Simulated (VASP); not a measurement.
# CuO (C2/c) in VASP: a series of runs

CuO is run at these levels: revPBE+D3(BJ); tasks: single point.

All numbers are computed with VASP 6.6.1; they aren't measurements. Logs are shortened: lines on timing, memory, paths and dates and some standing lists are left out, and cuts for length are marked.

## (1) The cell of the first run

Symmetry: C2/c, No. 15, monoclinic system. The conventional cell has a = 4.588 Å, b = 3.353 Å, c = 5.024 Å, α = 90.00°, β = 99.54°, γ = 90.00°. Within 2.5 Å of Cu (site symmetry -1) lie 4 O at 1.91 to 1.92 Å. Within 2.6 Å of O (site symmetry 2) lie 4 Cu at 1.91 to 1.92 Å and 2 O at 2.57 Å.

## (2) Single point, revPBE+D3(BJ)

INCAR reads:

```
SYSTEM = CuO
  PREC = Accurate
  ENCUT = 520
  EDIFF = 1E-7
  ISMEAR = -1
  SIGMA = 0.05
  LREAL = .FALSE.
  LASPH = .TRUE.
  NELM = 80
  ALGO = Normal
  ISIF = 2
  LWAVE = .FALSE.
  LCHARG = .FALSE.
  GGA = RE
  IVDW = 12
  NBANDS = 25
```

KPOINTS reads:

```
Automatic mesh
0
G
  10 10 5
  0 0 0
```

POSCAR reads:

```
CuO
1.0
    2.2940437287     -1.6763657078      0.0000000000
    2.2940437287      1.6763657078      0.0000000000
   -0.8326750593      0.0000000000      4.9546185987
Cu O
2 2
Direct
    0.5000000000      0.0000000000      0.5000000000
    0.0000000000      0.5000000000      0.0000000000
    0.4184000000      0.5816000000      0.7500000000
    0.5816000000      0.4184000000      0.2500000000
```

Potentials or basis: VASP PAW PBE potentials, release 64 (Cu, O).

Run with:

```
$ cat potpaw_PBE.64/Cu/POTCAR potpaw_PBE.64/O/POTCAR > POTCAR
$ mpirun -np 1 vasp_std > vasp.out
```

OUTCAR:

```text
SYSTEM = CuO
   PREC = Accurate
   ENCUT = 520
   EDIFF = 1E-7
   ISMEAR = -1
   LREAL = .FALSE.
   LASPH = .TRUE.
   NELM = 80
   ISIF = 2
   GGA = RE
   IVDW = 12
 IVDW          = 12

 ion  position               nearest neighbor table
   1  0.500  0.000  0.500-   3 1.91   4 1.91   4 1.92   3 1.92
   2  0.000  0.500  0.000-   4 1.91   3 1.91   4 1.92   3 1.92
   3  0.418  0.582  0.750-   2 1.91   1 1.91   2 1.92   1 1.92
   4  0.582  0.418  0.250-   1 1.91   2 1.91   2 1.92   1 1.92

  LATTYP: Found a base centered monoclinic cell.
 ALAT       =     4.5880874574
 B/A-ratio  =     0.7307470589
 C/A-ratio  =     1.0950317057
 COS(beta)  =    -0.1657361228

  Lattice vectors:

 A1 = (   2.2940437287,  -1.6763657078,   0.0000000000)
 A2 = (   2.2940437287,   1.6763657078,   0.0000000000)
 A3 = (  -0.8326750593,   0.0000000000,   4.9546185987)

Analysis of symmetry for initial positions (statically):
=====================================================================
 Subroutine PRICEL returns:
 Original cell was already a primitive cell.

 Routine SETGRP: Setting up the symmetry group for a
 base centered monoclinic supercell.

 Subroutine GETGRP returns: Found  4 space group operations
 (whereof  2 operations were pure point group operations)
 out of a pool of  4 trial point group operations.

The static configuration has the point symmetry S_2 .
 The point group associated with its full space group is C_2h.

Analysis of symmetry for dynamics (positions and initial velocities):
=====================================================================
 Subroutine PRICEL returns:
 Original cell was already a primitive cell.

 Routine SETGRP: Setting up the symmetry group for a
 base centered monoclinic supercell.

 Subroutine GETGRP returns: Found  4 space group operations
 (whereof  2 operations were pure point group operations)
 out of a pool of  4 trial point group operations.

The dynamic configuration has the point symmetry S_2 .
 The point group associated with its full space group is C_2h.

 Subroutine INISYM returns: Found  4 space group operations
 (whereof  2 operations are pure point group operations),
 and found     1 'primitive' translations

----------------------------------------------------------------------------------------

                                     Primitive cell

  volume of cell :      38.1075

  direct lattice vectors                    reciprocal lattice vectors
[... 91 lines left out ...]
   EDIFF  = 0.1E-06   stopping-criterion for ELM
   LREAL  =      F    real-space projection
   EDIFFG = 0.1E-05   stopping-criterion for IOM
   NSW    =      0    number of steps for IOM
   IBRION =     -1    ionic relax: 0-MD 1-quasi-New 2-CG
   NFREE  =      0    steps in history (QN), initial steepest desc. (CG)
   ISIF   =      2    stress and relaxation
   ISYM   =      2    0-nonsym 1-usesym 2-fastsym
   POTIM  = 0.5000    time-step for ionic-motion
   TEBEG  =    0.0;   TEEND  =   0.0 temperature during run
   PSTRESS=    0.0 pullay stress
   NELECT =      34.0000    total number of electrons
   NUPDOWN=      -1.0000    fix difference up-down
   EMIN   =  10.00;   EMAX   =-10.00  energy-range for DOS
   EFERMI =   0.00;   METHOD = LEGACY
   ISMEAR =    -1;   SIGMA  =   0.05  broadening in eV -4-tet -1-fermi 0-gaus
   EFERMI_NEDOS =   21; number of points for ismear=-14 and -15
   IALGO  =     38    algorithm
   IMIX   =      4    mixing-type and parameters
     AMIX     =   0.40;   BMIX     =  1.00
     AMIX_MAG =   1.60;   BMIX_MAG =  1.00
  volume/ion in A,a.u.               =       9.53        64.29
  Fermi-wavevector in a.u.,A,eV,Ry     =   1.576029  2.978263 33.795074  2.483868
  Thomas-Fermi vector in A             =   2.676924
   LORBIT       =      0    0 simple, 1 ext, 2 COOP (PROOUT), +10 PAW based schemes
   GGA     = RE    functional components
   LHFCALC =     F    Hartree Fock is set to
   AEXX    =    0.0000 exact exchange contribution
   IVDW    =    12    specifies the selected vdW correction
   LEPSILON=     F    determine dielectric tensor
   LRPA    =     F    only Hartree local field effects (RPA)
 non-spin polarized calculation
  energy-cutoff  :      520.00
  volume of cell :       38.11
 maximum number of plane-waves:      1039
 NGX is ok and might be reduce to    24
   NGX = 11   NGY = 11   NGZ = 19

 number of electron      33.9999992 magnetization

 Free energy of the ion-electron system (eV)
  ---------------------------------------------------
  ext. energy  EPLUGINS =         0.00000000
  ---------------------------------------------------
  free energy    TOTEN  =       -17.76096720 eV

  energy without entropy =      -17.74251933  energy(sigma->0) =      -17.75174326

 E-fermi :   6.7298     XC(G=0): -12.1271

 val. band max:        6.7082471867   @ k =   0.4000   0.0000   0.0000
 cond. band min:       6.7329966895   @ k =  -0.1000   0.0000   0.4000
 fundamental gap:      0.0247495028
 Fermi energy:         6.7298057839

 k-point     1 :       0.0000    0.0000    0.0000
  band No.  band energies     occupation
      1     -13.8942      2.00000
      2     -12.4042      2.00000
      3      -2.0665      2.00000
      4       0.6804      2.00000
      5       1.0931      2.00000
      6       3.0911      2.00000
[... 661 lines left out ...]
     24      20.6126      0.00000
     25      21.5595      0.00000

 [... further k-points ...]

------------------------ aborting loop because EDIFF is reached ----------------------------------------

 Edisp (eV)   -2.36629

 E8    (eV) :    -1.5564

  FORCE on cell =-STRESS in cart. coord.  units (eV):
  Direction    XX          YY          ZZ          XY          YZ          ZX
  --------------------------------------------------------------------------------------
  -------------------------------------------------------------------------------------
  Total       3.49643     2.72505     3.90569     0.00000     0.00000    -0.81465
  in kB     147.00262   114.57097   164.20906     0.00000     0.00000   -34.25066
  external pressure =      141.93 kB  Pullay stress =        0.00 kB

 VOLUME and BASIS-vectors are now :
 -----------------------------------------------------------------------------
  energy-cutoff  :      520.00
  volume of cell :       38.11
      direct lattice vectors                 reciprocal lattice vectors
     2.294043729 -1.676365708  0.000000000     0.217955741 -0.298264274  0.036629723
     2.294043729  1.676365708  0.000000000     0.217955741  0.298264274  0.036629723
    -0.832675059  0.000000000  4.954618599     0.000000000  0.000000000  0.201831883

 POSITION                                       TOTAL-FORCE (eV/Angst)
 -----------------------------------------------------------------------------------
      0.73068     -0.83818      2.47731         0.000000      0.000000      0.000000
      1.14702      0.83818      0.00000         0.000000     -0.000000      0.000000
      1.66954      0.27358      3.71596        -0.000000      0.051248      0.000000
      2.08587     -0.27358      1.23865        -0.000000     -0.051248     -0.000000
 -----------------------------------------------------------------------------------
    total drift:                                0.000000      0.000000     -0.000000

  FREE ENERGIE OF THE ION-ELECTRON SYSTEM (eV)
  ---------------------------------------------------
  free  energy   TOTEN  =       -20.1272602689 eV

  energy  without entropy=      -20.1088124040  energy(sigma->0) =      -20.11803634
```

Run time: 2.3 min. Hardware: 1 thread of Intel Xeon 8259CL, shared host; peak memory 0.26 GiB.

What came out:

| Item | Value |
| --- | --- |
| Free energy | -20.1273 eV |
| Pressure | 14.2 GPa |
| Largest force | 0.051 eV/Å |
| Band gap on the k mesh | zero (bands 17 and 18 overlap by 0.60 eV) |
| Dispersion energy per atom | -0.592 eV |

Forces on the atoms (eV/Å):
```
Cu   0.000  0.000  0.000
Cu   0.000  0.000  0.000
O    0.000  0.051  0.000
O    0.000 -0.051  0.000
```

Caveat: the cell stands under pressure; the PAW data sets were made with another functional, which shifts forces and pressure a little; semilocal functionals often make such compounds metallic where correlation or magnetic order opens a gap, which also shifts bond lengths.

## (3) Single point, revPBE+D3(BJ)

This run uses another cell than the first one, of 9.73 Å³/atom.

INCAR reads:

```
SYSTEM = CuO
PREC = Accurate
ENCUT = 520
EDIFF = 1E-7
ISMEAR = -1
SIGMA = 0.05
LREAL = .FALSE.
LASPH = .TRUE.
NELM = 80
ALGO = Normal
ISIF = 2
LWAVE = .FALSE.
LCHARG = .TRUE.
GGA = RE
IVDW = 12
LELF = .TRUE.
LVHAR = .TRUE.
NBANDS = 25
```

KPOINTS reads:

```
regular mesh
0
G
  10 10 5
  0 0 0
```

POSCAR reads:

```
CuO
1.0
    2.3101994985     -1.6881714891      0.0000000000
    2.3101994985      1.6881714891      0.0000000000
   -0.8385391614      0.0000000000      4.9895114286
Cu O
2 2
Direct
    0.5000000000      0.0000000000      0.5000000000
    0.0000000000      0.5000000000      0.0000000000
    0.4184000000      0.5816000000      0.7500000000
    0.5816000000      0.4184000000      0.2500000000
```

Potentials or basis: VASP PAW PBE potentials, release 64 (Cu, O).

Run with:

```
$ cat potpaw_PBE.64/Cu/POTCAR potpaw_PBE.64/O/POTCAR > POTCAR
$ mpirun -np 1 vasp_std > vasp.out
```

It took 2.2 min on 1 thread of Intel Xeon 8259CL, shared host; peak memory 0.26 GiB.

Results (log left out):

```yaml
Free_energy: -20.1883 eV
Pressure: 9.5 GPa
Largest_force: 0.029 eV/Å
Band_gap_on_the_k_mesh: zero (bands 17 and 18 overlap by 0.60 eV)
Dispersion_energy_per_atom: -0.579 eV
```

Forces in eV/Å, atoms in the order of the input:
```
Cu   0.000  0.000  0.000
Cu   0.000  0.000  0.000
O    0.000 -0.029  0.000
O    0.000  0.029  0.000
```

Stress tensor (GPa, compression positive):
```
 9.76  0.00 -2.76
 0.00  7.89  0.00
-2.76  0.00 10.85
```

Levels at points of the mesh, in eV from the Fermi level:
```tsv
k point	band 14	band 15	band 16	band 17	band 18	band 19	band 20	band 21
(0.00, 0.00, 0.00)	-2.37	-2.30	-1.76	0.21	0.98	1.89	6.13	8.47
(0.50, 0.00, 0.00)	-1.71	-1.62	-1.51	0.01	0.25	4.92	6.54	7.19
(0.50, 0.50, 0.00)	-2.26	-1.71	-1.30	-0.70	1.11	3.29	7.34	8.64
```

Caveat: the cell stands under pressure; the PAW data sets were made with another functional, which shifts forces and pressure a little; semilocal functionals often make such compounds metallic where correlation or magnetic order opens a gap, which also shifts bond lengths. With open d or f shells a metallic result of revPBE can be an artefact of self-interaction; +U or a hybrid may open a gap.

## (4) Single point, revPBE+D3(BJ)

This run uses another cell than the first one, of 9.93 Å³/atom.

INCAR reads:

```
SYSTEM = CuO
PREC     = Accurate       ! precision mode
ENCUT    = 520            ! plane-wave cutoff, eV
EDIFF    = 1E-6           ! SCF threshold, eV
ISMEAR   = -1             ! smearing method
SIGMA    = 0.05           ! smearing width, eV
LREAL    = .FALSE.        ! projectors in reciprocal space
LASPH    = .TRUE.         ! aspherical terms in the spheres
NELM     = 100            ! most SCF steps
ALGO     = Normal         ! electronic algorithm
ISIF     = 2              ! what is computed and relaxed
LWAVE    = .FALSE.        ! write WAVECAR
LCHARG   = .TRUE.         ! write CHGCAR
GGA      = RE             ! functional
IVDW     = 12             ! dispersion correction
LELF     = .TRUE.         ! ELF
LVHAR    = .TRUE.       
NBANDS   = 25             ! bands
```

KPOINTS reads:

```
Automatic mesh
0
G
  10 10 5
  0 0 0
```

POSCAR reads:

```
CuO
1.0
    2.3261324123     -1.6998144190      0.0000000000
    2.3261324123      1.6998144190      0.0000000000
   -0.8443223728      0.0000000000      5.0239229397
Cu O
2 2
Direct
    0.5000000000      0.0000000000      0.5000000000
    0.0000000000      0.5000000000      0.0000000000
    0.4184000000      0.5816000000      0.7500000000
    0.5816000000      0.4184000000      0.2500000000
```

Run with:

```
$ cat potpaw_PBE.64/Cu/POTCAR potpaw_PBE.64/O/POTCAR > POTCAR
$ mpirun -np 1 vasp_std > vasp.out
```

It took 2.1 min on 1 thread of Intel Xeon 8259CL, shared host; peak memory 0.26 GiB.

Results (log left out):

- Free energy: -20.2270 eV
- Pressure: 5.4 GPa
- Largest force: 0.103 eV/Å
- Band gap on the k mesh: zero (bands 17 and 18 overlap by 0.60 eV)
- Dispersion energy per atom: -0.567 eV

Forces on the atoms (eV/Å):
```
Cu   0.000  0.000  0.000
Cu   0.000  0.000  0.000
O    0.000 -0.103  0.000
O    0.000  0.103  0.000
```

Stress tensor (GPa, compression positive):
```
 5.47  0.00 -2.15
 0.00  4.81  0.00
-2.15  0.00  5.98
```

Levels at points of the mesh, in eV from the Fermi level:
| k point | band 13 | band 14 | band 15 | band 16 | band 17 | band 18 | band 19 | band 20 | band 21 | band 22 |
| --- | --- | --- | --- | --- | --- | --- | --- | --- | --- | --- |
| (0.00, 0.00, 0.00) | -2.47 | -2.30 | -2.24 | -1.72 | 0.21 | 0.96 | 1.82 | 6.11 | 8.34 | 13.54 |
| (0.50, 0.00, 0.00) | -2.12 | -1.66 | -1.57 | -1.46 | 0.01 | 0.25 | 4.93 | 6.46 | 7.10 | 11.31 |
| (0.50, 0.50, 0.00) | -2.22 | -2.20 | -1.69 | -1.27 | -0.68 | 1.09 | 3.35 | 7.26 | 8.61 | 10.27 |

Caveat: the cell stands under pressure; the PAW data sets were made with another functional, which shifts forces and pressure a little; semilocal functionals often make such compounds metallic where correlation or magnetic order opens a gap, which also shifts bond lengths. With open d or f shells a metallic result of revPBE can be an artefact of self-interaction; +U or a hybrid may open a gap.

## (5) The runs side by side

```csv
cell,gap on the mesh (eV),pressure (GPa),largest force (eV/Å)
"a = 2.841, b = 2.841, c = 5.024 Å, angles 97.7, 97.7, 72.3°, 4 atoms",none,14.2,0.05
"a = 2.861, b = 2.861, c = 5.059 Å, angles 97.7, 97.7, 72.3°, 4 atoms",none,9.5,0.03
"a = 2.881, b = 2.881, c = 5.094 Å, angles 97.7, 97.7, 72.3°, 4 atoms",none,5.4,0.10
```

Alike in all rows: task single point; level revPBE+D3(BJ); potentials or basis VASP PAW PBE potentials, release 64 (Cu, O); no spin polarisation; k mesh 10 × 10 × 5; cutoff (eV) 520; smearing fermi-dirac 0.05 eV.

Caveats: the cell stands under pressure; the PAW data sets were made with another functional, which shifts forces and pressure a little; semilocal functionals often make such compounds metallic where correlation or magnetic order opens a gap, which also shifts bond lengths.

Total energies depend on the potentials used, so only differences within one code and one set of settings carry meaning.

The gap in the log of VASP goes by the Fermi energy; the results here count the filled bands.